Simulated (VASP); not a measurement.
# Sr2SO (P4/mmm) in VASP: a series of runs

The runs below take Sr2SO through single point, with BLYP, r2SCAN.

Everything below comes from runs of VASP 6.6.1. Logs are shortened: lines on timing, memory, paths and dates and some standing lists are left out, and cuts for length are marked.

**1. The cell of the first run**

Symmetry: P4/mmm, No. 123, tetragonal system. The conventional cell has a = 4.043 Å, b = 4.043 Å, c = 5.718 Å, α = 90.00°, β = 90.00°, γ = 90.00°. Sr (site symmetry 4/mmm) has 2 O at 2.86 Å and 4 S at 2.86 Å within 3.8 Å. Sr (site symmetry 4/mmm) has 2 S at 2.86 Å and 4 O at 2.86 Å within 3.8 Å. S (site symmetry 4/mmm) has 6 Sr at 2.86 Å within 3.8 Å. Within 3.8 Å of O (site symmetry 4/mmm) lie 6 Sr at 2.86 Å.

**2. Single point, BLYP**

Input file INCAR:

```
SYSTEM = Sr2SO
AGGAC    = 1.0          
AGGAX    = 1.0          
ALDAC    = 0.0          
ALDAX    = 1.0          
ALGO     = Normal         ! electronic algorithm
EDIFF    = 1E-6           ! SCF threshold, eV
ENCUT    = 520            ! plane-wave cutoff, eV
GGA      = B5             ! functional
ISIF     = 2              ! what is computed and relaxed
ISMEAR   = -1             ! smearing method
LASPH    = .TRUE.         ! aspherical terms in the spheres
LCHARG   = .FALSE.        ! write CHGCAR
LREAL    = .FALSE.        ! projectors in reciprocal space
LWAVE    = .FALSE.        ! write WAVECAR
NBANDS   = 24             ! bands
NELM     = 60             ! most SCF steps
PREC     = Accurate       ! precision mode
SIGMA    = 0.05           ! smearing width, eV
```

Input file KPOINTS:

```
k-points
0
G
  4 4 3
  0 0 0
```

Input file POSCAR:

```
Sr2SO
1.0
    4.0432370000      0.0000000000      0.0000000000
    0.0000000000      4.0432370000      0.0000000000
    0.0000000000      0.0000000000      5.7180000000
Sr S O
2 1 1
Direct
    0.5000000000      0.5000000000      0.5000000000
    0.0000000000      0.0000000000      0.0000000000
    0.0000000000      0.0000000000      0.5000000000
    0.5000000000      0.5000000000      0.0000000000
```

Potentials or basis: VASP PAW PBE potentials, release 64 (Sr_sv, S, O).

The run is started by

```bash
$ cat potpaw_PBE.64/Sr_sv/POTCAR potpaw_PBE.64/S/POTCAR potpaw_PBE.64/O/POTCAR > POTCAR
$ mpirun -np 1 vasp_std > vasp.out
```

OUTCAR:

```text
SYSTEM = Sr2SO
   EDIFF = 1E-6
   ENCUT = 520
   GGA = B5
   ISIF = 2
   ISMEAR = -1
   LASPH = .TRUE.
   LREAL = .FALSE.
   NELM = 60
   PREC = Accurate

 ion  position               nearest neighbor table
   1  0.500  0.500  0.500-   4 2.86   4 2.86   3 2.86   3 2.86   3 2.86   3 2.86   2 4.04   2 4.04
                             2 4.04   2 4.04   2 4.04   2 4.04   2 4.04   2 4.04
   2  0.000  0.000  0.000-   3 2.86   3 2.86   4 2.86   4 2.86   4 2.86   4 2.86   1 4.04   1 4.04
                             1 4.04   1 4.04   1 4.04   1 4.04   1 4.04   1 4.04
   3  0.000  0.000  0.500-   2 2.86   2 2.86   1 2.86   1 2.86   1 2.86   1 2.86
   4  0.500  0.500  0.000-   1 2.86   1 2.86   2 2.86   2 2.86   2 2.86   2 2.86

  LATTYP: Found a simple tetragonal cell.
 ALAT       =     4.0432370000
 C/A-ratio  =     1.4142134137

  Lattice vectors:

 A1 = (   4.0432370000,   0.0000000000,   0.0000000000)
 A2 = (   0.0000000000,   4.0432370000,   0.0000000000)
 A3 = (   0.0000000000,   0.0000000000,   5.7180000000)

Analysis of symmetry for initial positions (statically):
=====================================================================
 Subroutine PRICEL returns:
 Original cell was already a primitive cell.

 Routine SETGRP: Setting up the symmetry group for a
 simple tetragonal supercell.

 Subroutine GETGRP returns: Found 16 space group operations
 (whereof 16 operations were pure point group operations)
 out of a pool of 16 trial point group operations.

The static configuration has the point symmetry D_4h.

Analysis of symmetry for dynamics (positions and initial velocities):
=====================================================================
 Subroutine PRICEL returns:
 Original cell was already a primitive cell.

 Routine SETGRP: Setting up the symmetry group for a
 simple tetragonal supercell.

 Subroutine GETGRP returns: Found 16 space group operations
 (whereof 16 operations were pure point group operations)
 out of a pool of 16 trial point group operations.

The dynamic configuration has the point symmetry D_4h.

 Subroutine INISYM returns: Found 16 space group operations
 (whereof 16 operations are pure point group operations),
 and found     1 'primitive' translations

----------------------------------------------------------------------------------------

                                     Primitive cell

  volume of cell :      93.4765

  direct lattice vectors                    reciprocal lattice vectors
     4.043237000  0.000000000  0.000000000     0.247326585  0.000000000  0.000000000
     0.000000000  4.043237000  0.000000000     0.000000000  0.247326585  0.000000000
     0.000000000  0.000000000  5.718000000     0.000000000  0.000000000  0.174886324

  length of vectors
     4.043237000  4.043237000  5.718000000     0.247326585  0.247326585  0.174886324

  position of ions in fractional coordinates (direct lattice)
     0.500000000  0.500000000  0.500000000
     0.000000000  0.000000000  0.000000000
     0.000000000  0.000000000  0.500000000
     0.500000000  0.500000000  0.000000000

  ion indices of the primitive-cell ions
   primitive index   ion index
                 1           1
                 2           2
                 3           3
                 4           4

----------------------------------------------------------------------------------------

 KPOINTS: k-points

Automatic generation of k-mesh.
 Grid dimensions read from file:
 generate k-points for:    4    4    3

 Generating k-lattice:

  Cartesian coordinates                     Fractional coordinates (reciprocal lattice)
     0.061831646  0.000000000  0.000000000     0.250000000  0.000000000  0.000000000
     0.000000000  0.061831646  0.000000000     0.000000000  0.250000000  0.000000000
     0.000000000  0.000000000  0.058295441     0.000000000  0.000000000  0.333333333

  Length of vectors
     0.061831646  0.061831646  0.058295441

  Shift w.r.t. Gamma in fractional coordinates (k-lattice)
     0.000000000  0.000000000  0.000000000

 Subroutine IBZKPT returns following result:
 ===========================================

 Found     12 irreducible k-points:

 Following reciprocal coordinates:
            Coordinates               Weight
  0.000000  0.000000  0.000000      1.000000
  0.250000  0.000000  0.000000      4.000000
  0.500000  0.000000  0.000000      2.000000
  0.250000  0.250000  0.000000      4.000000
  0.500000  0.250000  0.000000      4.000000
  0.500000  0.500000  0.000000      1.000000
  0.000000  0.000000  0.333333      2.000000
  0.250000  0.000000  0.333333      8.000000
  0.500000  0.000000  0.333333      4.000000
  0.250000  0.250000  0.333333      8.000000
  0.500000  0.250000  0.333333      8.000000
  0.500000  0.500000  0.333333      2.000000
   k-points           NKPTS =     12   k-points in BZ     NKDIM =     12   number of bands    NBANDS=     24
   number of dos      NEDOS =    301   number of ions     NIONS =      4
   total plane-waves  NPLWV =  43200
   dimension x,y,z NGX =    30 NGY =   30 NGZ =   48
   dimension x,y,z NGXF=    60 NGYF=   60 NGZF=   96
   ions per type =               2   1   1
   NGX,Y,Z   is equivalent  to a cutoff of  12.34, 12.34, 13.96 a.u.
   NGXF,Y,Z  is equivalent  to a cutoff of  24.67, 24.67, 27.91 a.u.
 SYSTEM =  Sr2SO
   PREC   = accura    normal or accurate (medium, high low for compatibility)
   ISTART =      0    job   : 0-new  1-cont  2-samecut
   ICHARG =      2    charge: 1-file 2-atom 10-const
   ISPIN  =      1    spin polarized calculation?
   LNONCOLLINEAR =      F non collinear calculations
   LSORBIT =      F    spin-orbit coupling
   LASPH  =      T    aspherical Exc in radial PAW
   ENCUT  =  520.0 eV  38.22 Ry    6.18 a.u.   7.52  7.52 10.63*2*pi/ulx,y,z
   NELM   =     60;   NELMIN=  2; NELMDL= -5     # of ELM steps
   EDIFF  = 0.1E-05   stopping-criterion for ELM
   LREAL  =      F    real-space projection
   EDIFFG = 0.1E-04   stopping-criterion for IOM
   NSW    =      0    number of steps for IOM
   IBRION =     -1    ionic relax: 0-MD 1-quasi-New 2-CG
   NFREE  =      0    steps in history (QN), initial steepest desc. (CG)
   ISIF   =      2    stress and relaxation
   ISYM   =      2    0-nonsym 1-usesym 2-fastsym
   POTIM  = 0.5000    time-step for ionic-motion
   TEBEG  =    0.0;   TEEND  =   0.0 temperature during run
   PSTRESS=    0.0 pullay stress
   NELECT =      32.0000    total number of electrons
   NUPDOWN=      -1.0000    fix difference up-down
   EMIN   =  10.00;   EMAX   =-10.00  energy-range for DOS
   EFERMI =   0.00;   METHOD = LEGACY
   ISMEAR =    -1;   SIGMA  =   0.05  broadening in eV -4-tet -1-fermi 0-gaus
   EFERMI_NEDOS =   21; number of points for ismear=-14 and -15
   IALGO  =     38    algorithm
   IMIX   =      4    mixing-type and parameters
     AMIX     =   0.40;   BMIX     =  1.00
     AMIX_MAG =   1.60;   BMIX_MAG =  1.00
  volume/ion in A,a.u.               =      23.37       157.70
  Fermi-wavevector in a.u.,A,eV,Ry     =   1.145225  2.164161 17.844574  1.311539
  Thomas-Fermi vector in A             =   2.281914
   LORBIT       =      0    0 simple, 1 ext, 2 COOP (PROOUT), +10 PAW based schemes
   GGA     = B5    functional components
   LHFCALC =     F    Hartree Fock is set to
   AEXX    =    0.0000 exact exchange contribution
   IVDW    =     0    specifies the selected vdW correction
   LEPSILON=     F    determine dielectric tensor
   LRPA    =     F    only Hartree local field effects (RPA)
 non-spin polarized calculation
  energy-cutoff  :      520.00
  volume of cell :       93.48
 maximum number of plane-waves:      2533
   NGX = 15   NGY = 15   NGZ = 21

 number of electron      31.9999994 magnetization

 Free energy of the ion-electron system (eV)
  ---------------------------------------------------
  ext. energy  EPLUGINS =         0.00000000
  ---------------------------------------------------
  free energy    TOTEN  =       -19.75380214 eV

  energy without entropy =      -19.75380214  energy(sigma->0) =      -19.75380214

 E-fermi :   3.3654     XC(G=0):  -8.6491

 val. band max:        2.1890093244   @ k =   0.0000   0.0000   0.0000
 cond. band min:       4.5292382953   @ k =   0.0000   0.0000   0.0000
 fundamental gap:      2.3402289708
 Fermi energy:         3.3653912075

 k-point     1 :       0.0000    0.0000    0.0000
  band No.  band energies     occupation
      1     -31.3917      2.00000
      2     -31.3141      2.00000
      3     -13.7209      2.00000
      4     -13.4717      2.00000
      5     -13.4717      2.00000
      6     -13.2950      2.00000
[... 16 lines left out ...]
     23       7.6784      0.00000
     24       9.1460      0.00000

 k-point     2 :       0.2500    0.0000    0.0000
  band No.  band energies     occupation
      1     -31.3827      2.00000
      2     -31.3110      2.00000
      3     -13.6870      2.00000
      4     -13.6694      2.00000
      5     -13.5961      2.00000
      6     -13.4340      2.00000
[... 16 lines left out ...]
     23       9.0308      0.00000
     24       9.2012      0.00000

 k-point     3 :       0.5000    0.0000    0.0000
  band No.  band energies     occupation
      1     -31.3735      2.00000
      2     -31.3082      2.00000
      3     -13.8673      2.00000
      4     -13.8291      2.00000
      5     -13.6039      2.00000
      6     -13.3871      2.00000
[... 16 lines left out ...]
     23       8.7952      0.00000
     24       9.2060      0.00000
[... 190 lines left out ...]
 k-point    11 :       0.5000    0.2500    0.3333
  band No.  band energies     occupation
      1     -31.3683      2.00000
      2     -31.3019      2.00000
      3     -13.9102      2.00000
      4     -13.8131      2.00000
      5     -13.5188      2.00000
      6     -13.5055      2.00000
[... 16 lines left out ...]
     23       9.9064      0.00000
     24      10.1727      0.00000

 k-point    12 :       0.5000    0.5000    0.3333
  band No.  band energies     occupation
      1     -31.3633      2.00000
      2     -31.2958      2.00000
      3     -13.6656      2.00000
      4     -13.6656      2.00000
      5     -13.6556      2.00000
      6     -13.4876      2.00000
[... 16 lines left out ...]
     23       9.5958      0.00000
     24      10.5709      0.00000

------------------------ aborting loop because EDIFF is reached ----------------------------------------

  FORCE on cell =-STRESS in cart. coord.  units (eV):
  Direction    XX          YY          ZZ          XY          YZ          ZX
  --------------------------------------------------------------------------------------
  -------------------------------------------------------------------------------------
  Total        1.2431037      1.2431037      1.2909545      0.0000000     -0.0000000      0.0000000
  in kB       21.3066610     21.3066610     22.1268188      0.0000000     -0.0000000      0.0000000
  external PRESSURE =      21.5800469 kB  Pullay stress =       0.0000000 kB

 VOLUME and BASIS-vectors are now :
 -----------------------------------------------------------------------------
  energy-cutoff  :      520.00
  volume of cell :       93.48
      direct lattice vectors                 reciprocal lattice vectors
     4.043237000  0.000000000  0.000000000     0.247326585  0.000000000  0.000000000
     0.000000000  4.043237000  0.000000000     0.000000000  0.247326585  0.000000000
     0.000000000  0.000000000  5.718000000     0.000000000  0.000000000  0.174886324

 POSITION                                       TOTAL-FORCE (eV/Angst)
 -----------------------------------------------------------------------------------
      2.02162      2.02162      2.85900         0.000000      0.000000      0.000000
      0.00000      0.00000      0.00000         0.000000      0.000000      0.000000
      0.00000      0.00000      2.85900         0.000000      0.000000      0.000000
      2.02162      2.02162      0.00000         0.000000      0.000000      0.000000
 -----------------------------------------------------------------------------------
    total drift:                                0.000000      0.000000     -0.000000

  FREE ENERGIE OF THE ION-ELECTRON SYSTEM (eV)
  ---------------------------------------------------
  free  energy   TOTEN  =       -19.7538021414 eV

  energy  without entropy=      -19.7538021414  energy(sigma->0) =      -19.75380214
```

Wall time 1.7 min (1 thread of AMD EPYC 7R13, shared host); peak memory 0.18 GiB.

What came out:

```yaml
Free_energy: -19.7538 eV
Pressure: 2.2 GPa
Band_gap_on_the_k_mesh: 2.34 eV
```

Caveat: the PAW data sets were made with another functional, which shifts forces and pressure a little; an odd mesh through Γ misses points on the zone boundary, where band edges can lie.

**3. Single point, r2SCAN**

POSCAR is that of step 2.

Input file INCAR.step1:

```
  ALGO = Normal
  EDIFF = 1E-4
  ENCUT = 520
  GGA = PE
  ISMEAR = -1
  LASPH = T
  LCHARG = F
  LREAL = F
  LWAVE = T
  NBANDS = 24
  NELM = 60
  PREC = Accurate
  SIGMA = 0.05
```

Input file INCAR.step2:

```
  ALGO = Normal
  EDIFF = 1E-6
  ENCUT = 520
  ISIF = 2
  ISMEAR = -1
  ISTART = 1
  LASPH = T
  LCHARG = F
  LMIXTAU = T
  LREAL = F
  LWAVE = F
  METAGGA = R2SCAN
  NBANDS = 24
  NELM = 60
  PREC = Accurate
  SIGMA = 0.05
```

Input file KPOINTS:

```
k-points
0
Gamma
  4 4 3
```

Potentials or basis: VASP PAW PBE potentials, release 64 (Sr_sv, S, O).

The run is started by

```bash
$ cat potpaw_PBE.64/Sr_sv/POTCAR potpaw_PBE.64/S/POTCAR potpaw_PBE.64/O/POTCAR > POTCAR
$ cp INCAR.step1 INCAR
$ mpirun -np 1 vasp_std > vasp.out
$ cp INCAR.step2 INCAR
$ mpirun -np 1 vasp_std > vasp.out
```

Run time: 3.3 min. Hardware: 1 thread of AMD EPYC 7R13, shared host; peak memory 0.19 GiB.

It converged, with:

```yaml
Free_energy: -54.0564 eV
Pressure: -0.7 GPa
Band_gap_on_the_k_mesh: 2.60 eV
```

Stress tensor (GPa, compression positive):
```
-0.77  0.00  0.00
 0.00 -0.77  0.00
 0.00  0.00 -0.65
```

Levels at points of the mesh, in eV from the valence-band top:
| k point | band 14 | band 15 | band 16 | band 17 | band 18 | band 19 |
| --- | --- | --- | --- | --- | --- | --- |
| (0.00, 0.00, 0.00) | -0.05 | 0.00 | 0.00 | 2.60 | 3.52 | 5.08 |
| (0.50, 0.00, 0.00) | -1.16 | -0.54 | -0.42 | 4.77 | 5.90 | 6.27 |
| (0.50, 0.50, 0.00) | -0.27 | -0.27 | -0.14 | 2.80 | 2.80 | 6.14 |

Caveat: the PAW data sets were made with another functional, which shifts forces and pressure a little; an odd mesh through Γ misses points on the zone boundary, where band edges can lie.
